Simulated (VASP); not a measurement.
Input of a VASP 6.6.1 run:

File INCAR:

```
SYSTEM = SnSe2
ALGO = Normal
EDIFF = 1E-6
EDIFFG = -0.005
ENCUT = 600
GGA = PE
IBRION = 2
ISIF = 3
ISMEAR = 0
LASPH = .True.
LCHARG = .False.
LREAL = .False.
LWAVE = .False.
NELM = 60
NSW = 100
PREC = Accurate
SIGMA = 0.02
```

Contents of KPOINTS:

```
k-points
0
Gamma
  12 12 4
  0 0 0
```

POSCAR

```
SnSe2
1.0
    3.8716723131      0.0000000000      0.0000000000
   -1.9358361565      3.3529665783      0.0000000000
    0.0000000000      0.0000000000      6.9711010260
Sn Se
1 2
Direct
    0.0000000000      0.0000000000      0.0000000000
    0.6666666667      0.3333333333      0.7712614522
    0.3333333333      0.6666666667      0.2287385478
```

Potentials or basis: VASP PAW PBE potentials, release 64 (Sn_d, Se).

Command:

```console
$ cat potpaw_PBE.64/Sn_d/POTCAR potpaw_PBE.64/Se/POTCAR > POTCAR
$ mpirun -np 1 vasp_std > vasp.out
```

(1) What does it give for the relaxed volume?

(2) What does it give for the relaxed cell?

(3) Predict the space group after relaxing (to 0.1 Å).

(4) Predict the band gap on the k mesh.

## Answers

(1) 30.20 Å³/atom.

(2) a = 3.873 Å, b = 3.873 Å, c = 6.975 Å, α = 90.00°, β = 90.00°, γ = 120.00°.

(3) P-3m1 (No. 164).

(4) 0.69 eV (least direct gap 1.08 eV).

Caveat: semilocal functionals underestimate gaps, and a narrow one can read as zero; spin-orbit coupling is left out, which moves the levels of the heavy elements; this functional lacks dispersion, which binds layers or chains, so the pressure and a relaxed spacing across them are unreliable.
